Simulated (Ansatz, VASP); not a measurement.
Ta2H3: VASP beside Ansatz

Contents of INCAR:

```
SYSTEM = Ta2H3
ALGO = Normal
EDIFF = 1E-6
EDIFFG = -0.04
ENCUT = 600
GGA = PE
IBRION = 2
ISIF = 3
ISMEAR = 0
LASPH = .TRUE.
LCHARG = .FALSE.
LREAL = .FALSE.
LWAVE = .FALSE.
NELM = 80
NSW = 90
PREC = Accurate
SIGMA = 0.1
```

The input KPOINTS:

```
k-points
0
G
  6 6 6
  0 0 0
```

The input POSCAR:

```
Ta2H3
1.0
    2.5536174078      1.4743316978      4.6479671605
   -2.5536174078      1.4743316978      4.6479671605
    0.0000000000     -2.9486633957      4.6479671605
Ta H
4 6
Direct
    0.8521800000      0.8521800000      0.8521800000
    0.6478200000      0.6478200000      0.6478200000
    0.1478200000      0.1478200000      0.1478200000
    0.3521800000      0.3521800000      0.3521800000
    0.0562500000      0.4437500000      0.7500000000
    0.7500000000      0.0562500000      0.4437500000
    0.4437500000      0.7500000000      0.0562500000
    0.9437500000      0.5562500000      0.2500000000
    0.2500000000      0.9437500000      0.5562500000
    0.5562500000      0.2500000000      0.9437500000
```

Input for Ansatz:

```yaml
crystal:
  lattice:
    - [2.5536174078, 1.4743316978, 4.6479671605]
    - [-2.5536174078, 1.4743316978, 4.6479671605]
    - [0.0, -2.9486633957, 4.6479671605]
  atoms:
    - { symbol: Ta, position: [0.85218, 0.85218, 0.85218] }
    - { symbol: Ta, position: [0.64782, 0.64782, 0.64782] }
    - { symbol: Ta, position: [0.14782, 0.14782, 0.14782] }
    - { symbol: Ta, position: [0.35218, 0.35218, 0.35218] }
    - { symbol: H, position: [0.05625, 0.44375, 0.75] }
    - { symbol: H, position: [0.75, 0.05625, 0.44375] }
    - { symbol: H, position: [0.44375, 0.75, 0.05625] }
    - { symbol: H, position: [0.94375, 0.55625, 0.25] }
    - { symbol: H, position: [0.25, 0.94375, 0.55625] }
    - { symbol: H, position: [0.55625, 0.25, 0.94375] }
basis:
  ecutwfc: 420
kpoints:
  mp_grid: { grid: [6, 6, 6] }
hamiltonian:
  xc: pbe
scf:
  occupations: { method: gaussian, width: 0.1 }
  lower_state_search: "off"
output:
  forces: true
  stress: true
  eigenvalues: true
relax:
  adjacent_minimum: "off"
  f_tol: 0.04
  max_steps: 70
  cell: { stress_tol: 0.4 }
```

Alike in both runs: task relaxation of cell and atoms; functional PBE; k mesh 6 × 6 × 6; occupations gaussian, width 0.1 eV; no spin polarisation.

|  | VASP | Ansatz |
| --- | --- | --- |
| version | VASP 6.6.1 | Ansatz 0.2.0 |
| potentials or method | VASP PAW PBE potentials, release 64 (Ta_pv, H), cutoff 600 eV | scalar-relativistic, plane waves, PAW |
| valence electrons in the cell | 50 | 58 |

|  | VASP | Ansatz | Ansatz less VASP |
| --- | --- | --- | --- |
| gap on the k mesh at the Fermi level, each at its own relaxed structure (eV) | none | none | - |
| relaxed volume (Å³/atom) | 8.74 | 8.75 | +0.005 |
| relaxed cell length with the largest relative difference (Å) | 4.955 | 4.955 | 0.0000 |

A gap of «none» marks a metal or a gap that the smearing closes. VASP's potentials hold 50 valence electrons a cell and Ansatz's 58, so a difference there can come from the potentials and not from the codes.

Neither program's run includes spin-orbit coupling. Noted on VASP's run: the volume moved by over 15 % at a fixed basis, so the end points are rough.
